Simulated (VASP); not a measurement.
# Ni (Fm-3m) in VASP: a series of runs, part 2 of 3

VASP 6.6.1. The steps go on from the part before.

## Step 3: Single point, LDA, collinear spin, ferromagnetic start (8.83 Å³/atom)

Input file INCAR:

```
SYSTEM = Ni
ALGO = Normal
EDIFF = 1E-6
ENCUT = 520
GGA = CA
ISIF = 2
ISMEAR = 0
ISPIN = 2
LASPH = .True.
LCHARG = .False.
LMAXMIX = 4
LORBIT = 11
LREAL = .False.
LWAVE = .False.
MAGMOM = 0.25
NBANDS = 15
NELM = 150
NUPDOWN = 0.25
PREC = Accurate
SIGMA = 0.15
```

Input file KPOINTS:

```
k-points
0
Gamma
  24 24 24
  0 0 0
```

Input file POSCAR:

```
Ni
1.0
    0.0000000000      1.6405644498      1.6405644498
    1.6405644498      0.0000000000      1.6405644498
    1.6405644498      1.6405644498      0.0000000000
Ni
1
Direct
    0.0000000000      0.0000000000      0.0000000000
```

Potentials or basis: VASP PAW LDA potentials, release 64 (Ni).

Launch:

```bash
cat potpaw_LDA.64/Ni/POTCAR > POTCAR
mpirun -np 1 vasp_std > vasp.out
```

OUTCAR:

```text
SYSTEM = Ni
   EDIFF = 1E-6
   ENCUT = 520
   GGA = CA
   ISIF = 2
   ISMEAR = 0
   ISPIN = 2
   LASPH = .True.
   LORBIT = 11
   LREAL = .False.
   NELM = 150
   NUPDOWN = 0.25
   PREC = Accurate

 ion  position               nearest neighbor table
   1  0.000  0.000  0.000-

  LATTYP: Found a face centered cubic cell.
 ALAT       =     3.2811288996

  Lattice vectors:

 A1 = (   0.0000000000,   1.6405644498,   1.6405644498)
 A2 = (   1.6405644498,   0.0000000000,   1.6405644498)
 A3 = (   1.6405644498,   1.6405644498,   0.0000000000)

Analysis of symmetry for initial positions (statically):
=====================================================================
 Subroutine PRICEL returns:
 Original cell was already a primitive cell.

 Routine SETGRP: Setting up the symmetry group for a
 face centered cubic supercell.

 Subroutine GETGRP returns: Found 48 space group operations
 (whereof 48 operations were pure point group operations)
 out of a pool of 48 trial point group operations.

The static configuration has the point symmetry O_h .

Analysis of symmetry for dynamics (positions and initial velocities):
=====================================================================
 Subroutine PRICEL returns:
 Original cell was already a primitive cell.

 Routine SETGRP: Setting up the symmetry group for a
 face centered cubic supercell.

 Subroutine GETGRP returns: Found 48 space group operations
 (whereof 48 operations were pure point group operations)
 out of a pool of 48 trial point group operations.

The dynamic configuration has the point symmetry O_h .

Analysis of structural, dynamic, and magnetic symmetry:
=====================================================================
 Subroutine PRICEL returns:
 Original cell was already a primitive cell.

 Routine SETGRP: Setting up the symmetry group for a
 face centered cubic supercell.
[... 164 lines left out ...]
  band No.  band energies     occupation
      1       1.8509      1.00000
      2       9.5686      1.00000
      3       9.5686      1.00000
      4       9.5686      1.00000
      5      11.1201      1.00000
      6      11.1201      1.00000
      7      37.8392      0.00000
      8      43.3213      0.00000
      9      43.3213      0.00000
     10      43.3213      0.00000
     11      47.3321      0.00000
     12      47.3321      0.00000
     13      47.3321      0.00000
     14      49.6861      0.00000
[... 403 lines left out ...]
      4      10.8982      1.00000
      5      12.0837      0.88726
      6      12.4133      0.02902
      7      20.6487      0.00000
      8      36.1626      0.00000
      9      39.7422      0.00000
     10      40.5948      0.00000
     11      44.3516      0.00000
     12      44.9945      0.00000
     13      51.6379      0.00000
     14      58.2269      0.00000
     15      62.4592      0.00000

 [... further k-points ...]

 spin component 2

 k-point     1 :       0.0000    0.0000    0.0000
  band No.  band energies     occupation
      1       1.8728      1.00000
      2       9.8269      1.00000
      3       9.8269      1.00000
      4       9.8269      1.00000
      5      11.3573      1.00000
      6      11.3573      1.00000
      7      37.8391      0.00000
      8      43.3390      0.00000
      9      43.3390      0.00000
     10      43.3390      0.00000
     11      47.4105      0.00000
     12      47.4105      0.00000
     13      47.4105      0.00000
     14      49.6838      0.00000
[... 403 lines left out ...]
      4      11.0005      1.00000
      5      12.3597      0.31184
      6      12.6309      0.00115
      7      20.8021      0.00000
      8      36.1635      0.00000
      9      39.7993      0.00000
     10      40.6498      0.00000
     11      44.4080      0.00000
     12      45.0501      0.00000
     13      51.7537      0.00000
     14      58.7626      0.00000
     15      62.5383      0.00000

 [... further k-points ...]

------------------------ aborting loop because EDIFF is reached ----------------------------------------

  FORCE on cell =-STRESS in cart. coord.  units (eV):
  Direction    XX          YY          ZZ          XY          YZ          ZX
  --------------------------------------------------------------------------------------
  -------------------------------------------------------------------------------------
  Total        2.3550609      2.3550609      2.3550609      0.0000000     -0.0000000      0.0000000
  in kB      427.2704368    427.2704368    427.2704368      0.0000000     -0.0000000      0.0000000
  external PRESSURE =     427.2704368 kB  Pullay stress =       0.0000000 kB

 VOLUME and BASIS-vectors are now :
 -----------------------------------------------------------------------------
  energy-cutoff  :      520.00
  volume of cell :        8.83
      direct lattice vectors                 reciprocal lattice vectors
     0.000000000  1.640564450  1.640564450    -0.304773153  0.304773153  0.304773153
     1.640564450  0.000000000  1.640564450     0.304773153 -0.304773153  0.304773153
     1.640564450  1.640564450  0.000000000     0.304773153  0.304773153 -0.304773153

 POSITION                                       TOTAL-FORCE (eV/Angst)
 -----------------------------------------------------------------------------------
      0.00000      0.00000      0.00000        -0.000000      0.000000      0.000000
 -----------------------------------------------------------------------------------
    total drift:                                0.000000     -0.000000     -0.000000

  FREE ENERGIE OF THE ION-ELECTRON SYSTEM (eV)
  ---------------------------------------------------
  free  energy   TOTEN  =        -6.4302904753 eV

  energy  without entropy=       -6.4013241846  energy(sigma->0) =       -6.41580733

 total charge

# of ion       s       p       d       tot
------------------------------------------
    1        0.599   0.711   8.467   9.777

 magnetization (x)

# of ion       s       p       d       tot
------------------------------------------
    1       -0.003  -0.010   0.259   0.247
```

Wall time 1.7 min (1 thread of Intel Xeon Platinum 8259CL at 2.50GHz (Skylake/Cascade Lake), shared host); peak memory 0.18 GiB.

What came out:

```
Free energy                                           : -6.4303 eV
Pressure                                              : 42.7 GPa
Net moment                                            : 0.25 μB per cell
Site moments                                          : Ni +0.25 μB
Valence electrons inside the program's atomic spheres : Ni 9.78
```

Caveat: the cell stands under pressure; the total moment is fixed, so each spin has its own Fermi level and the state may be an excited one.

## Step 4: Single point, LDA, collinear spin, ferromagnetic start (8.83 Å³/atom)

Input file INCAR:

```
PREC = Accurate
ENCUT = 520
EDIFF = 1E-6
ISMEAR = 0
SIGMA = 0.15
LREAL = False
LASPH = True
NELM = 150
ALGO = Fast
ISIF = 2
LWAVE = False
LCHARG = False
ISPIN = 2
MAGMOM = 0.625
LORBIT = 11
NUPDOWN = 0.625
LMAXMIX = 4
GGA = CA
NBANDS = 15
```

Input file KPOINTS:

```
regular mesh
0
Gamma
  24 24 24
```

POSCAR is that of step 3.

Potentials or basis: VASP PAW LDA potentials, release 64 (Ni).

Launch:

```bash
cat potpaw_LDA.64/Ni/POTCAR > POTCAR
mpirun -np 1 vasp_std > vasp.out
```

OUTCAR:

```text
PREC = Accurate
   ENCUT = 520
   EDIFF = 1E-6
   ISMEAR = 0
   LREAL = False
   LASPH = True
   NELM = 150
   ISIF = 2
   ISPIN = 2
   LORBIT = 11
   NUPDOWN = 0.625
   GGA = CA

 ion  position               nearest neighbor table
   1  0.000  0.000  0.000-

  LATTYP: Found a face centered cubic cell.
 ALAT       =     3.2811288996

  Lattice vectors:

 A1 = (   0.0000000000,   1.6405644498,   1.6405644498)
 A2 = (   1.6405644498,   0.0000000000,   1.6405644498)
[... 1076 lines left out ...]
  -------------------------------------------------------------------------------------
  Total        2.4534342      2.4534342      2.4534342     -0.0000000     -0.0000000      0.0000000
  in kB      445.1179611    445.1179611    445.1179611     -0.0000000     -0.0000000      0.0000000
  external PRESSURE =     445.1179611 kB  Pullay stress =       0.0000000 kB

 VOLUME and BASIS-vectors are now :
 -----------------------------------------------------------------------------
  energy-cutoff  :      520.00
  volume of cell :        8.83
      direct lattice vectors                 reciprocal lattice vectors
     0.000000000  1.640564450  1.640564450    -0.304773153  0.304773153  0.304773153
     1.640564450  0.000000000  1.640564450     0.304773153 -0.304773153  0.304773153
     1.640564450  1.640564450  0.000000000     0.304773153  0.304773153 -0.304773153

 POSITION                                       TOTAL-FORCE (eV/Angst)
 -----------------------------------------------------------------------------------
      0.00000      0.00000      0.00000         0.000000     -0.000000     -0.000000
 -----------------------------------------------------------------------------------
    total drift:                                0.000000     -0.000000     -0.000000

  FREE ENERGIE OF THE ION-ELECTRON SYSTEM (eV)
  ---------------------------------------------------
  free  energy   TOTEN  =        -6.4389888862 eV

  energy  without entropy=       -6.4227852588  energy(sigma->0) =       -6.43088707

 total charge

# of ion       s       p       d       tot
------------------------------------------
    1        0.602   0.717   8.456   9.776

 magnetization (x)

# of ion       s       p       d       tot
------------------------------------------
    1       -0.003  -0.015   0.633   0.616
```

OSZICAR:

```text
N       E                     dE             d eps       ncg     rms          rms(c)
DAV:   1     0.316480158265E+02    0.31648E+02   -0.41335E+03 26825   0.904E+02
DAV:   2    -0.624813704013E+01   -0.37896E+02   -0.35200E+02 28196   0.168E+02
DAV:   3    -0.751403560014E+01   -0.12659E+01   -0.12562E+01 30289   0.301E+01
DAV:   4    -0.751920900642E+01   -0.51734E-02   -0.51728E-02 31162   0.185E+00
DAV:   5    -0.751923707713E+01   -0.28071E-04   -0.28070E-04 31041   0.125E-01    0.131E+01
RMM:   6    -0.663279644902E+01    0.88644E+00   -0.11179E+00 33767   0.113E+01    0.530E+00
RMM:   7    -0.647533267359E+01    0.15746E+00   -0.93363E-02 33809   0.311E+00    0.305E+00
RMM:   8    -0.644178444900E+01    0.33548E-01   -0.36523E-03 35446   0.401E-01    0.114E+00
RMM:   9    -0.643950772109E+01    0.22767E-02   -0.49962E-04 35703   0.193E-01    0.250E-01
RMM:  10    -0.643900208911E+01    0.50563E-03   -0.18938E-04 34628   0.146E-01    0.362E-02
RMM:  11    -0.643898681308E+01    0.15276E-04   -0.45108E-05 35777   0.677E-02    0.268E-02
RMM:  12    -0.643898876241E+01   -0.19493E-05   -0.75248E-06 34591   0.202E-02    0.363E-03
RMM:  13    -0.643898888618E+01   -0.12377E-06   -0.86874E-07 25321   0.695E-03
   1 F= -.64389889E+01 E0= -.64308871E+01  d E =-.162036E-01  mag=     0.6250
```

stdout:

```text
POSCAR found type information on POSCAR Ni
 POSCAR found :  1 types and       1 ions
 scaLAPACK will be used
 LDA part: xc-table for (Slater(with rela. corr.)+CA(PZ))
 , standard interpolation
 POSCAR, INCAR and KPOINTS ok, starting setup
 FFT: planning ... GRIDC
 FFT: planning ... GRID_SOFT
 FFT: planning ... GRID
 WAVECAR not read
 entering main loop
WARNING in EDDRMM: call to ZHEGV failed, returncode =   8  4     12
WARNING in EDDRMM: call to ZHEGV failed, returncode =   6  3      9
WARNING in EDDRMM: call to ZHEGV failed, returncode =   6  3     12
WARNING in EDDRMM: call to ZHEGV failed, returncode =   6  3     12
```

Run time: 2.4 min. Hardware: 1 thread of Intel Xeon Platinum 8259CL at 2.50GHz (Skylake/Cascade Lake), shared host; peak memory 0.19 GiB.

Results:

```
Free energy                                           : -6.4390 eV
Pressure                                              : 44.5 GPa
Net moment                                            : 0.62 μB per cell
Site moments                                          : Ni +0.62 μB
Valence electrons inside the program's atomic spheres : Ni 9.78
```

Caveat: the cell stands under pressure; the total moment is fixed, so each spin has its own Fermi level and the state may be an excited one.

## Step 5: Single point, LDA, collinear spin, ferromagnetic start (10.04 Å³/atom)

This run uses another cell than the first one, of 10.04 Å³/atom.

INCAR: that of step 4 with these lines changed.

```diff
@@ -13,5 +13,5 @@
 ISPIN = 2
-MAGMOM = 0.625
+MAGMOM = 0.875
 LORBIT = 11
-NUPDOWN = 0.625
+NUPDOWN = 0.875
 LMAXMIX = 4
```

Input file KPOINTS:

```
Automatic mesh
0
Gamma
  24 24 24
```

Input file POSCAR:

```
Ni
1.0
    0.0000000000      1.7119891795      1.7119891795
    1.7119891795      0.0000000000      1.7119891795
    1.7119891795      1.7119891795      0.0000000000
Ni
1
Direct
    0.0000000000      0.0000000000      0.0000000000
```

Launch:

```bash
cat potpaw_LDA.64/Ni/POTCAR > POTCAR
mpirun -np 1 vasp_std > vasp.out
```

Wall time 2.1 min (1 thread of AMD EPYC 7R43 (Zen 3), shared host); peak memory 0.16 GiB.

It converged, with:

```yaml
Free_energy: -6.5252 eV
Pressure: 2.4 GPa
Net_moment: 0.87 μB per cell
Site_moments: Ni +0.86 μB
Valence_electrons_inside_the_program's_atomic_spheres: Ni 9.47
```

Caveat: the total moment is fixed, so each spin has its own Fermi level and the state may be an excited one.

[end of part 2 of 3]
